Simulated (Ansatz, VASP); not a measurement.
**P: VASP beside Ansatz**

The input INCAR:

```
  PREC = Accurate
  ENCUT = 600
  EDIFF = 1E-7
  ISMEAR = 0
  SIGMA = 0.1
  LREAL = False
  LASPH = True
  NELM = 80
  ALGO = Normal
  ISIF = 3
  LWAVE = False
  LCHARG = False
  GGA = PE
  IBRION = 2
  NSW = 90
  EDIFFG = -0.04
```

Contents of KPOINTS:

```
Automatic mesh
0
Gamma
  4 4 4
```

Contents of POSCAR:

```
P
1.0
    4.2404133800      0.0000000000      0.0000000000
    0.0000000000      4.2404133800      0.0000000000
    0.0000000000      0.0000000000      4.2404133800
P
4
Direct
    0.8770780000      0.8770780000      0.8770780000
    0.6229220000      0.1229220000      0.3770780000
    0.1229220000      0.3770780000      0.6229220000
    0.3770780000      0.6229220000      0.1229220000
```

Input for Ansatz:

```yaml
crystal:
  lattice:
    - [4.24041338, 0.0, 0.0]
    - [0.0, 4.24041338, 0.0]
    - [0.0, 0.0, 4.24041338]
  atoms:
    - { symbol: P, position: [0.877078, 0.877078, 0.877078] }
    - { symbol: P, position: [0.622922, 0.122922, 0.377078] }
    - { symbol: P, position: [0.122922, 0.377078, 0.622922] }
    - { symbol: P, position: [0.377078, 0.622922, 0.122922] }
basis:
  ecutwfc: 420
kpoints:
  mp_grid: { grid: [4, 4, 4] }
hamiltonian:
  xc: pbe
scf:
  occupations: { method: gaussian, width: 0.1 }
  lower_state_search: "off"
output:
  forces: true
  stress: true
  eigenvalues: true
relax:
  adjacent_minimum: "off"
  f_tol: 0.04
  max_steps: 70
  cell: { stress_tol: 0.4 }
```

Alike in both runs: task relaxation of cell and atoms; functional PBE; k mesh 4 × 4 × 4; occupations gaussian, width 0.1 eV; no spin polarisation.

|  | VASP | Ansatz |
| --- | --- | --- |
| version | VASP 6.6.1 | Ansatz 0.2.0 |
| potentials or method | VASP PAW PBE potentials, release 64 (P), cutoff 600 eV | scalar-relativistic, plane waves, PAW |
| valence electrons in the cell | 20 | 20 |

```tsv
	VASP	Ansatz	Ansatz less VASP
gap on the k mesh at the Fermi level, each at its own relaxed structure (eV)	none	none	-
relaxed volume (Å³/atom)	16.34	16.38	+0.045
relaxed length of the cell vector where the two differ most in proportion (Å)	4.028	4.032	+0.0037
```

A gap of «none» marks a metal or a gap that the smearing closes.

The k mesh is coarse, so the values compare programs but aren't converged.
